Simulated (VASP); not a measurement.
Crystal: Ga2GeSe2.

```
CELL_PARAMETERS angstrom
4.62078 0.00000 0.00000
-2.31039 4.00171 0.00000
0.00000 0.00000 6.70262
ATOMIC_POSITIONS crystal
Ga 0.33333 0.66667 0.94518
Ga 0.66667 0.33333 0.05482
Ge 0.00000 0.00000 0.50000
Se 0.33333 0.66667 0.45200
Se 0.66667 0.33333 0.54800
```

| Item | Value |
| --- | --- |
| Program | VASP 6.6.1 |
| Task | relaxation of cell and atoms |
| Functional | PBE |
| Potentials or basis | VASP PAW PBE potentials, release 64 (Ga_d, Ge_d, Se) |
| Cutoff | 600 eV |
| k mesh | 6 × 6 × 4 |
| Occupations | gaussian, width 0.1 eV |
| Spin | no spin polarisation |

At the start: pressure 3.2 GPa; volume 24.79 Å³/atom.

Q: Where does the relaxation end?

A: Over 52 steps the energy falls by 611.3 meV/atom and the volume is 25.59 Å³/atom (+3.2 %); space group P-3m1 (No. 164, to 0.05 Å).

Step by step:
```
step  energy change (eV)  largest force (eV/Å)  pressure (GPa)  volume (Å³)
   1              0.0000                1.4971            3.22       123.94
   3             -0.6615                0.6821           -2.99       140.02
   5             -0.9556                0.5364            0.02       125.74
   7             -1.1400                0.1594            2.64       118.58
   9             -1.3940                0.1076            1.21       122.71
  11             -2.0389                0.3029           -3.68       135.84
  13             -2.0618                0.2246           -2.97       134.15
  15             -2.1448                0.3356           -2.86       130.82
  17             -2.2502                0.3498            0.08       121.09
  19             -2.2613                0.2479            0.18       120.51
  21             -2.2734                0.1324            0.08       120.86
  23             -2.2784                0.2563           -0.62       123.22
  25             -2.2906                0.3665           -0.70       124.15
  27             -2.3517                0.6346           -1.04       127.82
  29             -2.3754                0.6579           -1.15       130.35
  31             -2.3788                0.6429           -1.14       130.89
  33             -2.3929                0.5661           -0.98       131.96
  35             -2.3944                0.5200           -0.94       132.40
  37             -2.4368                0.4957           -0.76       132.04
  39             -2.5988                0.3342            0.00       130.41
  41             -2.8146                0.7428            0.29       130.15
  43             -2.9037                0.9213           -1.49       134.06
  45             -3.0294                0.2747           -0.82       131.08
  47             -3.0427                0.2232           -0.07       128.84
  49             -3.0522                0.1471            0.22       127.42
  51             -3.0562                0.0620            0.08       127.73
  52             -3.0565                0.0122           -0.01       127.95
```

Final structure:
```
Ga Ge Se
1.0
     4.09125    0.00000    0.00000
    -2.04562    3.54312    0.00000
     0.00000    0.00000    8.82691
Ga Ge Se
2 1 2
Direct
  0.33333 0.66667 0.05950
  0.66667 0.33333 0.94050
  0.00000 0.00000 0.50000
  0.33333 0.66667 0.33108
  0.66667 0.33333 0.66892
```
